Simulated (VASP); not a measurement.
# BiTe (Fm-3m) in VASP: settings compared

Aim: see how the results for BiTe move with the level of theory and the settings. Levels: PBEsol+D3(BJ), PBEsol, PBEsol+D4. Tasks: single point, relaxation of cell and atoms.

Program: VASP 6.6.1. These are calculated values, not measurements. Logs are shortened: lines on timing, memory, paths and dates and some standing lists are left out, and cuts for length are marked.

### Step 1. The cell of the first run

The structure is cubic, space group Fm-3m (No. 225). The conventional cell has a = 6.470 Å, b = 6.470 Å, c = 6.470 Å, α = 90.00°, β = 90.00°, γ = 90.00°. Within 4.3 Å of Bi (site symmetry m-3m) lie 6 Te at 3.23 Å. Te (site symmetry m-3m) has 6 Bi at 3.23 Å within 4.3 Å.

### Step 2. Single point, PBEsol+D3(BJ)

Input file INCAR:

```
SYSTEM = BiTe
PREC = Accurate
ENCUT = 520
EDIFF = 1E-6
ISMEAR = -1
SIGMA = 0.05
LREAL = .FALSE.
LASPH = .TRUE.
NELM = 80
ALGO = Normal
ISIF = 2
LWAVE = .FALSE.
LCHARG = .TRUE.
GGA = PS
IVDW = 12
LELF = .TRUE.
LVHAR = .TRUE.
NBANDS = 18
```

Input file KPOINTS:

```
Automatic mesh
0
G
  7 7 7
  0 0 0
```

Input file POSCAR:

```
BiTe
1.0
    0.0000000000      3.2350000000      3.2350000000
    3.2350000000      0.0000000000      3.2350000000
    3.2350000000      3.2350000000      0.0000000000
Bi Te
1 1
Direct
    0.0000000000      0.0000000000      0.0000000000
    0.5000000000      0.5000000000      0.5000000000
```

Potentials or basis: VASP PAW PBE potentials, release 64 (Bi_d, Te).

On the command line:

```sh
$ cat potpaw_PBE.64/Bi_d/POTCAR potpaw_PBE.64/Te/POTCAR > POTCAR
$ mpirun -np 1 vasp_std > vasp.out
```

OUTCAR:

```text
SYSTEM = BiTe
   PREC = Accurate
   ENCUT = 520
   EDIFF = 1E-6
   ISMEAR = -1
   LREAL = .FALSE.
   LASPH = .TRUE.
   NELM = 80
   ISIF = 2
   GGA = PS
   IVDW = 12
 IVDW          = 12

 ion  position               nearest neighbor table
   1  0.000  0.000  0.000-   2 3.23   2 3.23   2 3.23   2 3.23   2 3.23   2 3.23
   2  0.500  0.500  0.500-   1 3.23   1 3.23   1 3.23   1 3.23   1 3.23   1 3.23

  LATTYP: Found a face centered cubic cell.
 ALAT       =     6.4700000000

  Lattice vectors:

 A1 = (   0.0000000000,   3.2350000000,   3.2350000000)
 A2 = (   3.2350000000,   0.0000000000,   3.2350000000)
 A3 = (   3.2350000000,   3.2350000000,   0.0000000000)

Analysis of symmetry for initial positions (statically):
=====================================================================
 Subroutine PRICEL returns:
 Original cell was already a primitive cell.

 Routine SETGRP: Setting up the symmetry group for a
 face centered cubic supercell.

 Subroutine GETGRP returns: Found 48 space group operations
 (whereof 48 operations were pure point group operations)
 out of a pool of 48 trial point group operations.

The static configuration has the point symmetry O_h .

Analysis of symmetry for dynamics (positions and initial velocities):
=====================================================================
 Subroutine PRICEL returns:
 Original cell was already a primitive cell.

 Routine SETGRP: Setting up the symmetry group for a
 face centered cubic supercell.

 Subroutine GETGRP returns: Found 48 space group operations
 (whereof 48 operations were pure point group operations)
 out of a pool of 48 trial point group operations.

The dynamic configuration has the point symmetry O_h .

 Subroutine INISYM returns: Found 48 space group operations
 (whereof 48 operations are pure point group operations),
 and found     1 'primitive' translations

----------------------------------------------------------------------------------------

                                     Primitive cell

  volume of cell :      67.7100

  direct lattice vectors                    reciprocal lattice vectors
     0.000000000  3.235000000  3.235000000    -0.154559505  0.154559505  0.154559505
     3.235000000  0.000000000  3.235000000     0.154559505 -0.154559505  0.154559505
     3.235000000  3.235000000  0.000000000     0.154559505  0.154559505 -0.154559505

  length of vectors
     4.574980874  4.574980874  4.574980874     0.267704916  0.267704916  0.267704916

  position of ions in fractional coordinates (direct lattice)
     0.000000000  0.000000000  0.000000000
     0.500000000  0.500000000  0.500000000

  ion indices of the primitive-cell ions
   primitive index   ion index
                 1           1
                 2           2

----------------------------------------------------------------------------------------

 KPOINTS: Automatic mesh

Automatic generation of k-mesh.
 Grid dimensions read from file:
 generate k-points for:    7    7    7

 Generating k-lattice:

  Cartesian coordinates                     Fractional coordinates (reciprocal lattice)
    -0.022079929  0.022079929  0.022079929     0.142857143  0.000000000  0.000000000
     0.022079929 -0.022079929  0.022079929     0.000000000  0.142857143  0.000000000
     0.022079929  0.022079929 -0.022079929     0.000000000  0.000000000  0.142857143

  Length of vectors
     0.038243559  0.038243559  0.038243559

  Shift w.r.t. Gamma in fractional coordinates (k-lattice)
     0.000000000  0.000000000  0.000000000

 Subroutine IBZKPT returns following result:
 ===========================================

 Found     20 irreducible k-points:

 Following reciprocal coordinates:
            Coordinates               Weight
  0.000000  0.000000  0.000000      1.000000
  0.142857  0.000000  0.000000      8.000000
  0.285714  0.000000  0.000000      8.000000
  0.428571  0.000000  0.000000      8.000000
  0.142857  0.142857  0.000000      6.000000
  0.285714  0.142857  0.000000     24.000000
[... 12 lines left out ...]
 -0.428571  0.428571  0.142857     24.000000
 -0.285714  0.428571  0.142857     24.000000
   k-points           NKPTS =     20   k-points in BZ     NKDIM =     20   number of bands    NBANDS=     18
   number of dos      NEDOS =    301   number of ions     NIONS =      2
   total plane-waves  NPLWV =  46656
   dimension x,y,z NGX =    36 NGY =   36 NGZ =   36
   dimension x,y,z NGXF=    72 NGYF=   72 NGZF=   72
   ions per type =               1   1
   NGX,Y,Z   is equivalent  to a cutoff of  13.08, 13.08, 13.08 a.u.
   NGXF,Y,Z  is equivalent  to a cutoff of  26.16, 26.16, 26.16 a.u.
 SYSTEM =  BiTe
   PREC   = accura    normal or accurate (medium, high low for compatibility)
   ISTART =      0    job   : 0-new  1-cont  2-samecut
   ICHARG =      2    charge: 1-file 2-atom 10-const
   ISPIN  =      1    spin polarized calculation?
   LNONCOLLINEAR =      F non collinear calculations
   LSORBIT =      F    spin-orbit coupling
   LASPH  =      T    aspherical Exc in radial PAW
   ENCUT  =  520.0 eV  38.22 Ry    6.18 a.u.   8.51  8.51  8.51*2*pi/ulx,y,z
   NELM   =     80;   NELMIN=  2; NELMDL= -5     # of ELM steps
   EDIFF  = 0.1E-05   stopping-criterion for ELM
   LREAL  =      F    real-space projection
   EDIFFG = 0.1E-04   stopping-criterion for IOM
   NSW    =      0    number of steps for IOM
   IBRION =     -1    ionic relax: 0-MD 1-quasi-New 2-CG
   NFREE  =      0    steps in history (QN), initial steepest desc. (CG)
   ISIF   =      2    stress and relaxation
   ISYM   =      2    0-nonsym 1-usesym 2-fastsym
   POTIM  = 0.5000    time-step for ionic-motion
   TEBEG  =    0.0;   TEEND  =   0.0 temperature during run
   PSTRESS=    0.0 pullay stress
   NELECT =      21.0000    total number of electrons
   NUPDOWN=      -1.0000    fix difference up-down
   EMIN   =  10.00;   EMAX   =-10.00  energy-range for DOS
   EFERMI =   0.00;   METHOD = LEGACY
   ISMEAR =    -1;   SIGMA  =   0.05  broadening in eV -4-tet -1-fermi 0-gaus
   EFERMI_NEDOS =   21; number of points for ismear=-14 and -15
   IALGO  =     38    algorithm
   IMIX   =      4    mixing-type and parameters
     AMIX     =   0.40;   BMIX     =  1.00
     AMIX_MAG =   1.60;   BMIX_MAG =  1.00
  volume/ion in A,a.u.               =      33.86       228.46
  Fermi-wavevector in a.u.,A,eV,Ry     =   1.108146  2.094092 16.707785  1.227988
  Thomas-Fermi vector in A             =   2.244669
   LORBIT       =      0    0 simple, 1 ext, 2 COOP (PROOUT), +10 PAW based schemes
   GGA     = PS    functional components
   LHFCALC =     F    Hartree Fock is set to
   AEXX    =    0.0000 exact exchange contribution
   IVDW    =    12    specifies the selected vdW correction
   LEPSILON=     F    determine dielectric tensor
   LRPA    =     F    only Hartree local field effects (RPA)
 non-spin polarized calculation
  energy-cutoff  :      520.00
  volume of cell :       67.71
 maximum number of plane-waves:      1841
 NGX is ok and might be reduce to    36
   NGX = 17   NGY = 17   NGZ = 17

 number of electron      21.0000001 magnetization

 Free energy of the ion-electron system (eV)
  ---------------------------------------------------
  ext. energy  EPLUGINS =         0.00000000
  ---------------------------------------------------
  free energy    TOTEN  =        -7.95916615 eV

  energy without entropy =       -7.93773880  energy(sigma->0) =       -7.94845247

 E-fermi :   6.5155     XC(G=0):  -9.5916

 val. band max:        6.4953650333   @ k =  -0.4286   0.1429   0.0000
 cond. band min:       6.5274272359   @ k =  -0.4286   0.1429   0.0000
 fundamental gap:      0.0320622026
 Fermi energy:         6.5154683105

 k-point     1 :       0.0000    0.0000    0.0000
  band No.  band energies     occupation
      1     -16.5707      2.00000
      2     -16.5707      2.00000
      3     -16.5666      2.00000
      4     -16.5666      2.00000
      5     -16.5666      2.00000
      6      -7.0408      2.00000
[... 10 lines left out ...]
     17      12.4830      0.00000
     18      12.9267      0.00000

 k-point     2 :       0.1429    0.0000    0.0000
  band No.  band energies     occupation
      1     -16.5714      2.00000
      2     -16.5714      2.00000
      3     -16.5662      2.00000
      4     -16.5654      2.00000
      5     -16.5654      2.00000
      6      -6.8585      2.00000
[... 10 lines left out ...]
     17      13.6324      0.00000
     18      14.1306      0.00000

 k-point     3 :       0.2857    0.0000    0.0000
  band No.  band energies     occupation
      1     -16.5734      2.00000
      2     -16.5734      2.00000
      3     -16.5654      2.00000
      4     -16.5624      2.00000
      5     -16.5624      2.00000
      6      -6.3222      2.00000
[... 10 lines left out ...]
     17      15.6104      0.00000
     18      16.2429      0.00000

 k-point     4 :       0.4286    0.0000    0.0000
  band No.  band energies     occupation
      1     -16.5751      2.00000
      2     -16.5751      2.00000
      3     -16.5648      2.00000
      4     -16.5599      2.00000
      5     -16.5599      2.00000
      6      -5.4754      2.00000
[... 291 lines left out ...]
      4     -16.5611      2.00000
      5     -16.5583      2.00000
      6      -5.1767      2.00000
[... 10 lines left out ...]
     17      15.5428      0.00000
     18      16.9268      0.00000

 k-point    19 :      -0.4286    0.4286    0.1429
  band No.  band energies     occupation
      1     -16.5819      2.00000
      2     -16.5687      2.00000
      3     -16.5674      2.00000
      4     -16.5588      2.00000
      5     -16.5565      2.00000
      6      -5.1810      2.00000
[... 10 lines left out ...]
     17      16.3987      0.00000
     18      16.8502      0.00000

 k-point    20 :      -0.2857    0.4286    0.1429
  band No.  band energies     occupation
      1     -16.5801      2.00000
      2     -16.5705      2.00000
      3     -16.5643      2.00000
      4     -16.5616      2.00000
      5     -16.5565      2.00000
      6      -4.7739      2.00000
[... 10 lines left out ...]
     17      15.8636      0.00000
     18      16.7230      0.00000

------------------------ aborting loop because EDIFF is reached ----------------------------------------

 Edisp (eV)   -0.88988

 E8    (eV) :    -0.6215

  FORCE on cell =-STRESS in cart. coord.  units (eV):
  Direction    XX          YY          ZZ          XY          YZ          ZX
  --------------------------------------------------------------------------------------
  -------------------------------------------------------------------------------------
  Total      -1.55542    -1.55542    -1.55542     0.00000     0.00000     0.00000
  in kB     -36.80493   -36.80493   -36.80493     0.00000     0.00000     0.00000
  external pressure =      -36.80 kB  Pullay stress =        0.00 kB

 VOLUME and BASIS-vectors are now :
 -----------------------------------------------------------------------------
  energy-cutoff  :      520.00
  volume of cell :       67.71
      direct lattice vectors                 reciprocal lattice vectors
     0.000000000  3.235000000  3.235000000    -0.154559505  0.154559505  0.154559505
     3.235000000  0.000000000  3.235000000     0.154559505 -0.154559505  0.154559505
     3.235000000  3.235000000  0.000000000     0.154559505  0.154559505 -0.154559505

 POSITION                                       TOTAL-FORCE (eV/Angst)
 -----------------------------------------------------------------------------------
      0.00000      0.00000      0.00000         0.000000     -0.000000      0.000000
      3.23500      3.23500      3.23500        -0.000000      0.000000     -0.000000
 -----------------------------------------------------------------------------------
    total drift:                               -0.000000      0.000000      0.000000

  FREE ENERGIE OF THE ION-ELECTRON SYSTEM (eV)
  ---------------------------------------------------
  free  energy   TOTEN  =        -8.8490475772 eV

  energy  without entropy=       -8.8276202274  energy(sigma->0) =       -8.83833390
```

Run time: 37 s. Hardware: 1 thread of AMD EPYC 7R43 (Zen 3), shared host; peak memory 0.17 GiB.

Results:

```
Free energy                : -8.8490 eV
Pressure                   : -3.7 GPa
Dispersion energy per atom : -0.445 eV
```

Levels at points of the mesh, in eV from the Fermi level:
| k point | band 8 | band 9 | band 10 | band 11 | band 12 | band 13 |
| --- | --- | --- | --- | --- | --- | --- |
| (0.00, 0.00, 0.00) | -2.55 | -2.55 | -2.55 | 2.13 | 2.13 | 2.13 |

Caveat: three body term missing; the PAW data sets were made with another functional, which shifts forces and pressure a little; spin-orbit coupling is left out, which moves the levels of the heavy elements; pairwise dispersion overbinds metals, which lowers pressure and volume.

(Part 1 of 2 ends here.)
